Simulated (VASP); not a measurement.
# GaN (P6_3mc) in VASP: further runs

GaN is run at these levels: r2SCAN; tasks: single point, relaxation of shape and atoms at fixed volume.

Program: VASP 6.6.1. These are calculated values, not measurements. Logs are shortened: lines on timing, memory, paths and dates and some standing lists are left out, and cuts for length are marked.

**Measured values to compare with.**

“Studying electronic properties in GaN without electrical contacts using γ-γ vs e−-γ Perturbed Angular Correlations”, 2019, pmc:6823545 quotes, for a bulk crystal of GaN: band gap 3.503 ± 0.005 eV (direct).

How close the calculation comes is told below.

## (1) The cell of the first run

Symmetry: P6_3mc, No. 186, hexagonal system. The conventional cell has a = 3.180 Å, b = 3.180 Å, c = 5.166 Å, α = 90.00°, β = 90.00°, γ = 120.00°. Ga (site symmetry 3m) has 4 N at 1.94 to 1.95 Å within 2.6 Å. N (site symmetry 3m) has 4 Ga at 1.94 to 1.95 Å within 2.6 Å.

## (2) Single point, r2SCAN

POSCAR reads:

```
GaN
1.0
    3.1799996605      0.0000000000      0.0000000000
   -1.5899998303      2.7539604900      0.0000000000
    0.0000000000      0.0000000000      5.1660000000
Ga N
2 2
Direct
    0.3333333333      0.6666666667      0.0000000000
    0.6666666667      0.3333333333      0.5000000000
    0.3333333333      0.6666666667      0.3750000000
    0.6666666667      0.3333333333      0.8750000000
```

INCAR.step1 reads:

```
  PREC = Accurate
  ENCUT = 520
  ISMEAR = 0
  SIGMA = 0.1
  LREAL = F
  LASPH = T
  NELM = 80
  NBANDS = 26
  GGA = PE
  ALGO = Normal
  EDIFF = 1E-4
  LWAVE = T
  LCHARG = F
```

INCAR.step2 reads:

```
  PREC = Accurate
  ENCUT = 520
  EDIFF = 1E-6
  ISMEAR = 0
  SIGMA = 0.1
  LREAL = F
  LASPH = T
  NELM = 80
  ALGO = Normal
  ISIF = 2
  LWAVE = F
  LCHARG = F
  METAGGA = R2SCAN
  LMIXTAU = T
  NBANDS = 26
  ISTART = 1
```

KPOINTS reads:

```
regular mesh
0
Gamma
  6 6 4
```

Potentials or basis: VASP PAW PBE potentials, release 64 (Ga_d, N).

Launch:

```sh
cat potpaw_PBE.64/Ga_d/POTCAR potpaw_PBE.64/N/POTCAR > POTCAR
cp INCAR.step1 INCAR
mpirun -np 1 vasp_std > vasp.out
cp INCAR.step2 INCAR
mpirun -np 1 vasp_std > vasp.out
```

OUTCAR:

```text
PREC = Accurate
   ENCUT = 520
   EDIFF = 1E-6
   ISMEAR = 0
   LREAL = F
   LASPH = T
   NELM = 80
   ISIF = 2
   METAGGA = R2SCAN
   ISTART = 1

 ion  position               nearest neighbor table
   1  0.333  0.667  0.000-   3 1.94   4 1.95   4 1.95   4 1.95
   2  0.667  0.333  0.500-   4 1.94   3 1.95   3 1.95   3 1.95
   3  0.333  0.667  0.375-   1 1.94   2 1.95   2 1.95   2 1.95
   4  0.667  0.333  0.875-   2 1.94   1 1.95   1 1.95   1 1.95

  LATTYP: Found a hexagonal cell.
 ALAT       =     3.1799996605
 C/A-ratio  =     1.6245284753

  Lattice vectors:

 A1 = (   3.1799996605,   0.0000000000,   0.0000000000)
 A2 = (  -1.5899998303,   2.7539604900,   0.0000000000)
 A3 = (   0.0000000000,   0.0000000000,   5.1660000000)

Analysis of symmetry for initial positions (statically):
=====================================================================
 Subroutine PRICEL returns:
 Original cell was already a primitive cell.

 Routine SETGRP: Setting up the symmetry group for a
 hexagonal supercell.

 Subroutine GETGRP returns: Found 12 space group operations
 (whereof  6 operations were pure point group operations)
 out of a pool of 24 trial point group operations.

The static configuration has the point symmetry C_3v.
 The point group associated with its full space group is C_6v.

Analysis of symmetry for dynamics (positions and initial velocities):
=====================================================================
 Subroutine PRICEL returns:
 Original cell was already a primitive cell.

 Routine SETGRP: Setting up the symmetry group for a
 hexagonal supercell.

 Subroutine GETGRP returns: Found 12 space group operations
 (whereof  6 operations were pure point group operations)
 out of a pool of 24 trial point group operations.

The dynamic configuration has the point symmetry C_3v.
 The point group associated with its full space group is C_6v.

 Subroutine INISYM returns: Found 12 space group operations
 (whereof  6 operations are pure point group operations),
 and found     1 'primitive' translations

----------------------------------------------------------------------------------------

                                     Primitive cell

  volume of cell :      45.2417

  direct lattice vectors                    reciprocal lattice vectors
     3.179999661  0.000000000  0.000000000     0.314465442  0.181556708  0.000000000
    -1.589999830  2.753960490  0.000000000     0.000000000  0.363113416  0.000000000
     0.000000000  0.000000000  5.166000000     0.000000000  0.000000000  0.193573364

  length of vectors
     3.179999661  3.179999661  5.166000000     0.363113416  0.363113416  0.193573364

  position of ions in fractional coordinates (direct lattice)
     0.333333333  0.666666667  0.000000000
     0.666666667  0.333333333  0.500000000
     0.333333333  0.666666667  0.375000000
     0.666666667  0.333333333  0.875000000

  ion indices of the primitive-cell ions
   primitive index   ion index
                 1           1
                 2           2
                 3           3
                 4           4

----------------------------------------------------------------------------------------

 KPOINTS: regular mesh

Automatic generation of k-mesh.
 Grid dimensions read from file:
 generate k-points for:    6    6    4

 Generating k-lattice:

  Cartesian coordinates                     Fractional coordinates (reciprocal lattice)
     0.052410907  0.030259451  0.000000000     0.166666667  0.000000000  0.000000000
     0.000000000  0.060518903  0.000000000     0.000000000  0.166666667  0.000000000
     0.000000000  0.000000000  0.048393341     0.000000000  0.000000000  0.250000000

  Length of vectors
     0.060518903  0.060518903  0.048393341

  Shift w.r.t. Gamma in fractional coordinates (k-lattice)
     0.000000000  0.000000000  0.000000000

 Subroutine IBZKPT returns following result:
 ===========================================

 Found     21 irreducible k-points:

 Following reciprocal coordinates:
            Coordinates               Weight
  0.000000  0.000000  0.000000      1.000000
  0.166667  0.000000  0.000000      6.000000
  0.333333  0.000000  0.000000      6.000000
  0.500000  0.000000  0.000000      3.000000
  0.166667  0.166667  0.000000      6.000000
  0.333333  0.166667  0.000000     12.000000
[... 13 lines left out ...]
  0.333333  0.166667  0.500000     12.000000
  0.333333  0.333333  0.500000      2.000000
   k-points           NKPTS =     21   k-points in BZ     NKDIM =     21   number of bands    NBANDS=     26
   number of dos      NEDOS =    301   number of ions     NIONS =      4
   total plane-waves  NPLWV =  23040
   dimension x,y,z NGX =    24 NGY =   24 NGZ =   40
   dimension x,y,z NGXF=    48 NGYF=   48 NGZF=   80
   ions per type =               2   2
   NGX,Y,Z   is equivalent  to a cutoff of  12.55, 12.55, 12.87 a.u.
   NGXF,Y,Z  is equivalent  to a cutoff of  25.09, 25.09, 25.74 a.u.
 SYSTEM =  unknown system
   PREC   = accura    normal or accurate (medium, high low for compatibility)
   ISTART =      1    job   : 0-new  1-cont  2-samecut
   ICHARG =      0    charge: 1-file 2-atom 10-const
   ISPIN  =      1    spin polarized calculation?
   LNONCOLLINEAR =      F non collinear calculations
   LSORBIT =      F    spin-orbit coupling
   LASPH  =      T    aspherical Exc in radial PAW
   ENCUT  =  520.0 eV  38.22 Ry    6.18 a.u.   5.91  5.91  9.61*2*pi/ulx,y,z
   NELM   =     80;   NELMIN=  2; NELMDL=  0     # of ELM steps
   EDIFF  = 0.1E-05   stopping-criterion for ELM
   LREAL  =      F    real-space projection
   EDIFFG = 0.1E-04   stopping-criterion for IOM
   NSW    =      0    number of steps for IOM
   IBRION =     -1    ionic relax: 0-MD 1-quasi-New 2-CG
   NFREE  =      0    steps in history (QN), initial steepest desc. (CG)
   ISIF   =      2    stress and relaxation
   ISYM   =      2    0-nonsym 1-usesym 2-fastsym
   POTIM  = 0.5000    time-step for ionic-motion
   TEBEG  =    0.0;   TEEND  =   0.0 temperature during run
   PSTRESS=    0.0 pullay stress
   NELECT =      36.0000    total number of electrons
   NUPDOWN=      -1.0000    fix difference up-down
   EMIN   =  10.00;   EMAX   =-10.00  energy-range for DOS
   EFERMI =   0.00;   METHOD = LEGACY
   ISMEAR =     0;   SIGMA  =   0.10  broadening in eV -4-tet -1-fermi 0-gaus
   EFERMI_NEDOS =   21; number of points for ismear=-14 and -15
   IALGO  =     38    algorithm
   IMIX   =      4    mixing-type and parameters
     AMIX     =   0.40;   BMIX     =  1.00
     AMIX_MAG =   1.60;   BMIX_MAG =  1.00
  volume/ion in A,a.u.               =      11.31        76.33
  Fermi-wavevector in a.u.,A,eV,Ry     =   1.517036  2.866783 31.312431  2.301399
  Thomas-Fermi vector in A             =   2.626346
   LORBIT       =      0    0 simple, 1 ext, 2 COOP (PROOUT), +10 PAW based schemes
   METAGGA = R2SCAN    functional components
   LHFCALC =     F    Hartree Fock is set to
   AEXX    =    0.0000 exact exchange contribution
   IVDW    =     0    specifies the selected vdW correction
   LEPSILON=     F    determine dielectric tensor
   LRPA    =     F    only Hartree local field effects (RPA)
 non-spin polarized calculation
 Gauss-broadening in eV      SIGMA  =   0.10
  energy-cutoff  :      520.00
  volume of cell :       45.24
 maximum number of plane-waves:      1236
 NGX is ok and might be reduce to    24
   NGX = 11   NGY = 11   NGZ = 19

 number of electron      36.0000002 magnetization

 Free energy of the ion-electron system (eV)
  ---------------------------------------------------
  ext. energy  EPLUGINS =         0.00000000
  ---------------------------------------------------
  free energy    TOTEN  =       -43.81289168 eV

  energy without entropy =      -43.81289168  energy(sigma->0) =      -43.81289168

 E-fermi :   5.6456     XC(G=0): -12.6950

 val. band max:        5.1686876434   @ k =   0.0000   0.0000   0.0000
 cond. band min:       7.5437807318   @ k =   0.0000   0.0000   0.0000
 fundamental gap:      2.3750930884
 Fermi energy:         5.6456113125

 k-point     1 :       0.0000    0.0000    0.0000
  band No.  band energies     occupation
      1     -11.6973      2.00000
      2     -10.6671      2.00000
      3      -8.6767      2.00000
      4      -8.6538      2.00000
      5      -8.6538      2.00000
      6      -8.5824      2.00000
[... 18 lines left out ...]
     25      17.6895      0.00000
     26      17.6895      0.00000

 k-point     2 :       0.1667    0.0000    0.0000
  band No.  band energies     occupation
      1     -11.4356      2.00000
      2     -10.5966      2.00000
      3      -8.6415      2.00000
      4      -8.6176      2.00000
      5      -8.5725      2.00000
      6      -8.5355      2.00000
[... 18 lines left out ...]
     25      17.4054      0.00000
     26      18.2326      0.00000

 k-point     3 :       0.3333    0.0000    0.0000
  band No.  band energies     occupation
      1     -10.9234      2.00000
      2     -10.4947      2.00000
      3      -8.5965      2.00000
      4      -8.5759      2.00000
      5      -8.4853      2.00000
      6      -8.4237      2.00000
[... 18 lines left out ...]
     25      17.5818      0.00000
     26      19.2723      0.00000

 k-point     4 :       0.5000    0.0000    0.0000
  band No.  band energies     occupation
      1     -10.6924      2.00000
      2     -10.4683      2.00000
      3      -8.5944      2.00000
      4      -8.5710      2.00000
      5      -8.4619      2.00000
      6      -8.4102      2.00000
[... 18 lines left out ...]
     25      18.4693      0.00000
     26      19.5021      0.00000
[... 409 lines left out ...]
      1     -10.7038      2.00000
      2     -10.7038      2.00000
      3      -8.5590      2.00000
      4      -8.5590      2.00000
      5      -8.5308      2.00000
      6      -8.5308      2.00000
[... 18 lines left out ...]
     25      17.7371      0.00000
     26      17.7371      0.00000

 k-point    20 :       0.3333    0.1667    0.5000
  band No.  band energies     occupation
      1     -10.5268      2.00000
      2     -10.5268      2.00000
      3      -8.5559      2.00000
      4      -8.5559      2.00000
      5      -8.4873      2.00000
      6      -8.4873      2.00000
[... 18 lines left out ...]
     25      18.4354      0.00000
     26      18.4354      0.00000

 k-point    21 :       0.3333    0.3333    0.5000
  band No.  band energies     occupation
      1     -10.4779      2.00000
      2     -10.4779      2.00000
      3      -8.5189      2.00000
      4      -8.5189      2.00000
      5      -8.5006      2.00000
      6      -8.5006      2.00000
[... 18 lines left out ...]
     25      19.9630      0.00000
     26      19.9630      0.00000

------------------------ aborting loop because EDIFF is reached ----------------------------------------

  FORCE on cell =-STRESS in cart. coord.  units (eV):
  Direction    XX          YY          ZZ          XY          YZ          ZX
  --------------------------------------------------------------------------------------
  -------------------------------------------------------------------------------------
  Total        0.4273890      0.4273890      0.9673390     -0.0000000      0.0000000      0.0000000
  in kB       15.1354277     15.1354277     34.2570598     -0.0000000      0.0000000      0.0000000
  external PRESSURE =      21.5093051 kB  Pullay stress =       0.0000000 kB

 VOLUME and BASIS-vectors are now :
 -----------------------------------------------------------------------------
  energy-cutoff  :      520.00
  volume of cell :       45.24
      direct lattice vectors                 reciprocal lattice vectors
     3.179999661  0.000000000  0.000000000     0.314465442  0.181556708  0.000000000
    -1.589999830  2.753960490  0.000000000     0.000000000  0.363113416  0.000000000
     0.000000000  0.000000000  5.166000000     0.000000000  0.000000000  0.193573364

 POSITION                                       TOTAL-FORCE (eV/Angst)
 -----------------------------------------------------------------------------------
     -0.00000      1.83597      0.00000        -0.000000      0.000000     -0.136944
      1.59000      0.91799      2.58300         0.000000     -0.000000     -0.136944
     -0.00000      1.83597      1.93725        -0.000000      0.000000      0.136944
      1.59000      0.91799      4.52025        -0.000000      0.000000      0.136944
 -----------------------------------------------------------------------------------
    total drift:                                0.000002      0.000004      0.049945

  FREE ENERGIE OF THE ION-ELECTRON SYSTEM (eV)
  ---------------------------------------------------
  free  energy   TOTEN  =       -43.8128916819 eV

  energy  without entropy=      -43.8128916819  energy(sigma->0) =      -43.81289168
```

It took 83 s on 1 thread of AMD EPYC 9R14 (Zen 4), shared host; peak memory 0.14 GiB.

Results:

```yaml
Free_energy: -43.8129 eV
Pressure: 2.2 GPa
Largest_force: 0.137 eV/Å
Band_gap_on_the_k_mesh: 2.38 eV, direct
```

Forces in eV/Å, atoms in the order of the input:
```
Ga   0.000  0.000 -0.137
Ga   0.000  0.000 -0.137
N    0.000  0.000  0.137
N    0.000  0.000  0.137
```

Stress tensor (GPa, compression positive):
```
1.51 0.00 0.00
0.00 1.51 0.00
0.00 0.00 3.43
```

Levels at points of the mesh, in eV from the valence-band top:
```csv
k point,band 14,band 15,band 16,band 17,band 18,band 19,band 20,band 21,band 22,band 23
"(0.00, 0.00, 0.00)",-1.09,-1.09,-0.06,0.00,0.00,2.38,4.84,10.00,10.59,10.59
"(0.50, 0.00, 0.00)",-5.39,-4.36,-2.87,-2.29,-1.02,5.58,6.15,6.56,9.40,11.02
"(0.00, 0.00, 0.50)",-3.95,-0.56,-0.56,-0.56,-0.56,4.79,4.79,9.23,9.23,11.12
"(0.50, 0.00, 0.50)",-6.75,-2.02,-2.02,-1.98,-1.98,4.90,4.90,8.47,8.47,10.80
```

Caveat: the PAW data sets were made with another functional, which shifts forces and pressure a little.

[end of part 1 of 3]
